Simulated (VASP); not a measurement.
The system is Hf2C.

```xyz
3
Lattice="3.6044 0.0000 0.0000 -1.8022 3.1215 0.0000 0.0000 0.0000 3.8918" Properties=species:S:1:pos:R:3 pbc="T T T"
Hf    0.0000    2.0810    1.9459
Hf    1.8022    1.0405    1.9459
C     0.0000    0.0000    0.0000
```

| Quantity | Value |
| --- | --- |
| Program | VASP 6.6.1 |
| Task | relaxation of cell and atoms |
| Functional | PBE |
| Potentials or basis | VASP PAW PBE potentials, release 64 (Hf_pv, C) |
| Cutoff | 600 eV |
| k mesh | 6 × 6 × 4 |
| Occupations | gaussian, width 0.1 eV |
| Spin | no spin polarisation |

At the start: pressure 62.1 GPa; volume 14.60 Å³/atom.

Q: Where does the relaxation end?

A: Over 12 steps the energy falls by 2771.2 meV/atom and the volume is 16.88 Å³/atom (+15.6 %); space group P6/mmm (No. 191, to 0.1 Å) before and after.

Step by step:
```
step  energy change (eV)  largest force (eV/Å)  pressure (GPa)  volume (Å³)
   1              0.0000                0.0000           62.13        43.79
   2             -5.9800                0.0000          -18.61        80.14
   3             -6.7837                0.0000          -10.15        64.42
   4             -6.8106                0.0000          -11.06        65.48
   5             -8.1915                0.0000           -5.72        54.80
   6             -8.2954                0.0000           -2.86        52.64
   7             -8.3015                0.0000           -1.19        51.74
   8             -8.3026                0.0000           -1.72        52.01
   9             -8.3132                0.0000           -0.33        50.80
  10             -8.3132                0.0000           -0.40        50.86
  11             -8.3136                0.0000            0.20        50.52
  12             -8.3137                0.0000            0.00        50.63
```

Final structure:
```
Hf C
1.0
     4.59402    0.00000    0.00000
    -2.29701    3.97854    0.00000
     0.00000    0.00000    2.77020
Hf C
2 1
Direct
  0.33333 0.66667 0.50000
  0.66667 0.33333 0.50000
  0.00000 0.00000 0.00000
```

Caveat: the k points lie up to 0.57 Å⁻¹ apart in the final cell, too coarse for converged energies and pressures of a metal; the volume moved by over 15 % at a fixed basis, so the end points are rough.
